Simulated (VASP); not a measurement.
# HfO2 (Fm-3m) in VASP: single point with HSE06

Aim: the single point of HfO2 with HSE06.

All numbers are computed with VASP 6.6.1; they aren't measurements. Logs are shortened: lines on timing, memory, paths and dates and some standing lists are left out, and cuts for length are marked.

## 1. The cell of the first run

It takes space group Fm-3m (No. 225, cubic). The conventional cell has a = 5.058 Å, b = 5.058 Å, c = 5.058 Å, α = 90.00°, β = 90.00°, γ = 90.00°. Hf (site symmetry m-3m) has 8 O at 2.19 Å within 2.9 Å. O (site symmetry -43m) has 4 Hf at 2.19 Å and 6 O at 2.53 Å within 2.9 Å.

## 2. Single point, HSE06

POSCAR reads:

```
HfO2
1.0
    0.0000000000      2.5291823184      2.5291823184
    2.5291823184      0.0000000000      2.5291823184
    2.5291823184      2.5291823184      0.0000000000
Hf O
1 2
Direct
    0.0000000000      0.0000000000      0.0000000000
    0.2500000000      0.2500000000      0.2500000000
    0.7500000000      0.7500000000      0.7500000000
```

INCAR.step1 reads:

```
PREC = Accurate
ENCUT = 520
EDIFF = 1E-5
ISMEAR = 0
SIGMA = 0.01
LREAL = False
LASPH = True
NELM = 120
ALGO = Normal
ISIF = 2
LWAVE = True
LCHARG = False
NBANDS = 18
GGA = PE
GGA_COMPAT = False
```

INCAR.step2 reads:

```
PREC = Accurate
ENCUT = 520
EDIFF = 1E-6
ISMEAR = 0
SIGMA = 0.01
LREAL = False
LASPH = True
NELM = 120
ALGO = Normal
ISIF = 2
LWAVE = False
LCHARG = False
GGA = PE
LHFCALC = True
HFSCREEN = 0.2079
PRECFOCK = Normal
NBANDS = 18
ISTART = 1
GGA_COMPAT = False
```

KPOINTS reads:

```
Automatic mesh
0
Gamma
  6 6 6
```

Potentials or basis: VASP PAW PBE potentials, release 64 (Hf_pv, O).

Run with:

```console
$ cat potpaw_PBE.64/Hf_pv/POTCAR potpaw_PBE.64/O/POTCAR > POTCAR
$ cp INCAR.step1 INCAR
$ mpirun -np 1 vasp_std > vasp.out
$ cp INCAR.step2 INCAR
$ mpirun -np 1 vasp_std > vasp.out
```

OUTCAR:

```text
PREC = Accurate
   ENCUT = 520
   EDIFF = 1E-6
   ISMEAR = 0
   LREAL = False
   LASPH = True
   NELM = 120
   ISIF = 2
   GGA = PE
   LHFCALC = True
   HFSCREEN = 0.2079
   PRECFOCK = Normal
   ISTART = 1

 ion  position               nearest neighbor table
   1  0.000  0.000  0.000-   3 2.19   3 2.19   3 2.19   2 2.19   3 2.19   2 2.19   2 2.19   2 2.19

   2  0.250  0.250  0.250-   1 2.19   1 2.19   1 2.19   1 2.19
   3  0.750  0.750  0.750-   1 2.19   1 2.19   1 2.19   1 2.19

  LATTYP: Found a face centered cubic cell.
 ALAT       =     5.0583646368

  Lattice vectors:

 A1 = (   0.0000000000,   2.5291823184,   2.5291823184)
 A2 = (   2.5291823184,   0.0000000000,   2.5291823184)
 A3 = (   2.5291823184,   2.5291823184,   0.0000000000)

Analysis of symmetry for initial positions (statically):
=====================================================================
 Subroutine PRICEL returns:
 Original cell was already a primitive cell.

 Routine SETGRP: Setting up the symmetry group for a
 face centered cubic supercell.

 Subroutine GETGRP returns: Found 48 space group operations
 (whereof 48 operations were pure point group operations)
 out of a pool of 48 trial point group operations.

The static configuration has the point symmetry O_h .

Analysis of symmetry for dynamics (positions and initial velocities):
=====================================================================
 Subroutine PRICEL returns:
 Original cell was already a primitive cell.

 Routine SETGRP: Setting up the symmetry group for a
 face centered cubic supercell.

 Subroutine GETGRP returns: Found 48 space group operations
 (whereof 48 operations were pure point group operations)
 out of a pool of 48 trial point group operations.

The dynamic configuration has the point symmetry O_h .

 Subroutine INISYM returns: Found 48 space group operations
 (whereof 48 operations are pure point group operations),
 and found     1 'primitive' translations

----------------------------------------------------------------------------------------

                                     Primitive cell

  volume of cell :      32.3572

  direct lattice vectors                    reciprocal lattice vectors
     0.000000000  2.529182318  2.529182318    -0.197692352  0.197692352  0.197692352
[... 84 lines left out ...]
   NFREE  =      0    steps in history (QN), initial steepest desc. (CG)
   ISIF   =      2    stress and relaxation
   ISYM   =      3    0-nonsym 1-usesym 2-fastsym
   POTIM  = 0.5000    time-step for ionic-motion
   TEBEG  =    0.0;   TEEND  =   0.0 temperature during run
   PSTRESS=    0.0 pullay stress
   NELECT =      22.0000    total number of electrons
   NUPDOWN=      -1.0000    fix difference up-down
   EMIN   =  10.00;   EMAX   =-10.00  energy-range for DOS
   EFERMI =   0.00;   METHOD = LEGACY
   ISMEAR =     0;   SIGMA  =   0.01  broadening in eV -4-tet -1-fermi 0-gaus
   EFERMI_NEDOS =   21; number of points for ismear=-14 and -15
   IALGO  =     38    algorithm
   IMIX   =      1    mixing-type and parameters
     AMIX     =   0.40;   BMIX     =  1.00
     AMIX_MAG =   1.60;   BMIX_MAG =  1.00
  volume/ion in A,a.u.               =      10.79        72.79
  Fermi-wavevector in a.u.,A,eV,Ry     =   1.439546  2.720348 28.195259  2.072293
  Thomas-Fermi vector in A             =   2.558390
   LORBIT       =      0    0 simple, 1 ext, 2 COOP (PROOUT), +10 PAW based schemes
   GGA     = PE    functional components
   LHFCALC =     T    Hartree Fock is set to
   PRECFOCK=normal    Normal, Fast or Accurate (Low or Medium for compatibility)
   ENCUT4O =  -1.0   cutoff for four orbital integrals eV
   NKREDX  =     1    reduce k-point grid by
   NKREDY  =     1    reduce k-point grid by
   NKREDZ  =     1    reduce k-point grid by
   AEXX    =    0.2500 exact exchange contribution
   HFSCREEN=    0.2079 screening length (either q_TF or 0.3 A-1)
   HFSCREENC=   0.2079 screening length for correlation (either q_TF or 0.3 A-1)
   ENCUTFOCK=  -1.0 apply spherical cutoff to Coloumb kernel
   IVDW    =     0    specifies the selected vdW correction
   LEPSILON=     F    determine dielectric tensor
   LRPA    =     F    only Hartree local field effects (RPA)
 non-spin polarized calculation
 Gauss-broadening in eV      SIGMA  =   0.01
  energy-cutoff  :      520.00
  volume of cell :       32.36
 maximum number of plane-waves:       893
 NGX is ok and might be reduce to    28
  NGX = 20; NGY = 20; NGZ = 20

 number of electron      21.9999992 magnetization

 Free energy of the ion-electron system (eV)
  ---------------------------------------------------
  ext. energy  EPLUGINS =         0.00000000
  ---------------------------------------------------
  free energy    TOTEN  =       -36.26097150 eV

  energy without entropy =      -36.26097150  energy(sigma->0) =      -36.26097150

 E-fermi :   3.3645     XC(G=0):  -9.7260

 val. band max:        3.2929593520   @ k =   0.5000   0.5000   0.0000
 cond. band min:       8.6571193034   @ k =   0.5000   0.5000   0.0000
 fundamental gap:      5.3641599514
 Fermi energy:         3.3644553778

 k-point     1 :       0.0000    0.0000    0.0000
  band No.  band energies     occupation
      1     -27.8776      2.00000
      2     -27.8776      2.00000
      3     -27.8776      2.00000
      4     -17.2034      2.00000
      5     -13.9661      2.00000
      6      -2.5350      2.00000
[... 313 lines left out ...]
      5     -14.9478      2.00000
      6      -3.0504      2.00000
[... 10 lines left out ...]
     17      18.2363      0.00000
     18      18.9252      0.00000

------------------------ aborting loop because EDIFF is reached ----------------------------------------

  FORCE on cell =-STRESS in cart. coord.  units (eV):
  Direction    XX          YY          ZZ          XY          YZ          ZX
  --------------------------------------------------------------------------------------
  -------------------------------------------------------------------------------------
  Total       -1.0661635     -1.0661635     -1.0661635      0.0000000      0.0000000      0.0000000
  in kB      -52.7914959    -52.7914959    -52.7914959      0.0000000      0.0000000      0.0000000
  external PRESSURE =     -52.7914959 kB  Pullay stress =       0.0000000 kB

 VOLUME and BASIS-vectors are now :
 -----------------------------------------------------------------------------
  energy-cutoff  :      520.00
  volume of cell :       32.36
      direct lattice vectors                 reciprocal lattice vectors
     0.000000000  2.529182318  2.529182318    -0.197692352  0.197692352  0.197692352
     2.529182318  0.000000000  2.529182318     0.197692352 -0.197692352  0.197692352
     2.529182318  2.529182318  0.000000000     0.197692352  0.197692352 -0.197692352

 POSITION                                       TOTAL-FORCE (eV/Angst)
 -----------------------------------------------------------------------------------
      0.00000      0.00000      0.00000        -0.000000     -0.000000     -0.000000
      1.26459      1.26459      1.26459         0.000000      0.000000      0.000000
      3.79377      3.79377      3.79377        -0.000000     -0.000000      0.000000
 -----------------------------------------------------------------------------------
    total drift:                               -0.000000     -0.000000     -0.000000

  FREE ENERGIE OF THE ION-ELECTRON SYSTEM (eV)
  ---------------------------------------------------
  free  energy   TOTEN  =       -36.2609715033 eV

  energy  without entropy=      -36.2609715033  energy(sigma->0) =      -36.26097150
```

OUTCAR.step1:

```text
PREC = Accurate
   ENCUT = 520
   EDIFF = 1E-5
   ISMEAR = 0
   LREAL = False
[... 552 lines left out ...]
      0.00000      0.00000      0.00000         0.000000      0.000000     -0.000000
      1.26459      1.26459      1.26459        -0.000000      0.000000     -0.000000
      3.79377      3.79377      3.79377         0.000000     -0.000000      0.000000
 -----------------------------------------------------------------------------------
    total drift:                                0.000000      0.000000      0.000000

  FREE ENERGIE OF THE ION-ELECTRON SYSTEM (eV)
  ---------------------------------------------------
  free  energy   TOTEN  =       -30.2459935892 eV

  energy  without entropy=      -30.2459935892  energy(sigma->0) =      -30.24599359
```

OSZICAR.step1:

```text
N       E                     dE             d eps       ncg     rms          rms(c)
DAV:   1     0.906020641491E+02    0.90602E+02   -0.12520E+04   576   0.120E+03
DAV:   2    -0.320236325822E+02   -0.12263E+03   -0.11946E+03   728   0.294E+02
DAV:   3    -0.359868301839E+02   -0.39632E+01   -0.39449E+01   660   0.465E+01
DAV:   4    -0.360105000345E+02   -0.23670E-01   -0.23659E-01   706   0.399E+00
DAV:   5    -0.360106451344E+02   -0.14510E-03   -0.14509E-03   638   0.287E-01    0.486E+01
DAV:   6    -0.303732183242E+02    0.56374E+01   -0.20095E+01   590   0.324E+01    0.421E+01
DAV:   7    -0.302818108355E+02    0.91407E-01   -0.64592E-01   668   0.667E+00    0.293E+01
DAV:   8    -0.302666582564E+02    0.15153E-01   -0.27648E-01   628   0.483E+00    0.947E+00
DAV:   9    -0.302457463161E+02    0.20912E-01   -0.63904E-02   606   0.213E+00    0.263E+00
DAV:  10    -0.302459393538E+02   -0.19304E-03   -0.32296E-03   648   0.435E-01    0.167E-01
DAV:  11    -0.302459803837E+02   -0.41030E-04   -0.16704E-04   662   0.112E-01    0.207E-01
DAV:  12    -0.302459927125E+02   -0.12329E-04   -0.37155E-05   618   0.408E-02    0.158E-02
DAV:  13    -0.302459935892E+02   -0.87673E-06   -0.14545E-06   414   0.930E-03
   1 F= -.30245994E+02 E0= -.30245994E+02  d E =-.499054E-23
```

Run time: 50 min. Hardware: 1 thread of Intel Xeon Platinum 8259CL at 2.50GHz (Skylake/Cascade Lake), shared host; peak memory 0.27 GiB.

Results:

```
Free energy            : -36.2610 eV
Pressure               : -5.3 GPa
Band gap on the k mesh : 5.36 eV
```

Caveat: the cell stands under tension; the PAW data sets were made with another functional, which shifts forces and pressure a little; spin-orbit coupling is left out, which moves the levels of the heavy elements. A k mesh can miss the band edges.
